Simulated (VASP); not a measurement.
Ga:

```
CELL_PARAMETERS angstrom
2.76603 0.00000 0.00000
0.00000 2.76603 0.00000
0.00000 0.00000 2.76603
ATOMIC_POSITIONS crystal
Ga 0.00000 0.00000 0.00000
```

| Quantity | Value |
| --- | --- |
| Program | VASP 6.6.1 |
| Task | relaxation of cell and atoms |
| Functional | PBEsol |
| Potentials or basis | VASP PAW PBE potentials, release 64 (Ga_d) |
| Cutoff | 600 eV |
| k mesh | 11 × 11 × 11 |
| Occupations | fermi-dirac, width 0.1 eV |
| Spin | no spin polarisation |

At the start: pressure -4.8 GPa; volume 21.16 Å³/atom.

**Question.** Where does the relaxation end?

**Answer.** Over 6 steps the energy falls by 39.5 meV/atom and the volume is 18.83 Å³/atom (-11.0 %); space group Pm-3m (No. 221, to 0.05 Å).

Step by step:
```csv
step,energy change (eV),largest force (eV/Å),pressure (GPa),volume (Å³)
1,0.0000,0.0000,-4.77,21.16
2,-0.0374,0.0000,-1.22,19.29
3,-0.0394,0.0000,-0.23,18.88
4,-0.0395,0.0000,0.12,18.78
5,-0.0395,0.0000,-0.14,18.83
6,-0.0395,0.0000,-0.02,18.83
```

Final structure:
```xyz
1
Lattice="2.6603 0.0000 0.0000 0.0000 2.6603 0.0000 0.0000 0.0000 2.6603" Properties=species:S:1:pos:R:3 pbc="T T T"
Ga    0.0000    2.6603    0.0000
```

Caveat: the PAW data sets were made with another functional, which shifts forces and pressure a little.
